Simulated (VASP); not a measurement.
A run of VASP 6.6.1:

Contents of INCAR:

```
ALGO = Normal ; EDIFF = 1E-6
ENCUT = 520 ; GGA = PE
ISIF = 2 ; ISMEAR = -1
LASPH = True ; LCHARG = False
LREAL = False ; LWAVE = False
NBANDS = 21 ; NELM = 100
PREC = Accurate ; SIGMA = 0.08
```

File KPOINTS:

```
k-points
0
Gamma
  20 20 11
```

Contents of POSCAR:

```
Pb
1.0
    3.4800006906      0.0000000000      0.0000000000
   -1.7400003453      3.0137690032      0.0000000000
    0.0000000000      0.0000000000      5.5900000000
Pb
2
Direct
    0.3333333333      0.6666666667      0.2500000000
    0.6666666667      0.3333333333      0.7500000000
```

Potentials or basis: VASP PAW PBE potentials, release 64 (Pb_d).

Launch:

```console
$ cat potpaw_PBE.64/Pb_d/POTCAR > POTCAR
$ mpirun -np 1 vasp_std > vasp.out
```

Hardware: 1 thread of Oxide Virtual Turin-like Processor (shared host).

Q: How long does it take, and how much memory?

A: Wall time 3.1 min on 1 thread of Oxide Virtual Turin-like Processor, on a shared host, peak memory 0.34 GiB. Counts: scf iterations 10, k points 264.
